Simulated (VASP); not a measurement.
## SnTe: single point with PBE

SnTe:

```xyz
2
Lattice="3.8323 0.0000 0.0000 0.0000 3.8323 0.0000 0.0000 0.0000 4.0322" Properties=species:S:1:pos:R:3 pbc="T T T"
Sn    0.0000    0.0000    0.0000
Te    1.9162    1.9162    2.0161
```

```json
{"Program": "VASP 6.6.1", "Task": "single point", "Functional": "PBE", "Potentials or basis": "VASP PAW PBE potentials, release 64 (Sn_d, Te)", "Cutoff": "520 eV", "k mesh": "6 × 6 × 5", "Occupations": "gaussian, width 0.02 eV", "Spin": "no spin polarisation", "Dipole correction": "no", "Further INCAR settings": "ALGO = Normal; EDIFF = 1e-06; NBANDS = 17"}
```

* Pressure: 0.0 GPa
* Band gap on the k mesh: zero (band 10 reaches 7.51 eV, above the bottom of band 11 at 6.26 eV)

Levels at points of the mesh, in eV from the Fermi level:
| k point | band 7 | band 8 | band 9 | band 10 | band 11 | band 12 | band 13 | band 14 |
| --- | --- | --- | --- | --- | --- | --- | --- | --- |
| (0.00, 0.00, 0.00) | -5.43 | -2.30 | -1.58 | -1.58 | 3.36 | 3.68 | 5.16 | 5.36 |
| (0.50, 0.00, 0.00) | -8.19 | -0.67 | -0.27 | -0.08 | -0.07 | 1.64 | 2.45 | 5.34 |
| (0.50, 0.50, 0.00) | -6.27 | -4.81 | -4.81 | -0.05 | 2.96 | 3.26 | 3.26 | 5.57 |

Wall time 11 s on 1 thread of Intel(R) Xeon(R) 6975P-C (Granite Rapids), on a shared host, peak memory 0.18 GiB.

Caveat: spin-orbit coupling is left out, which moves the levels of the heavy elements.
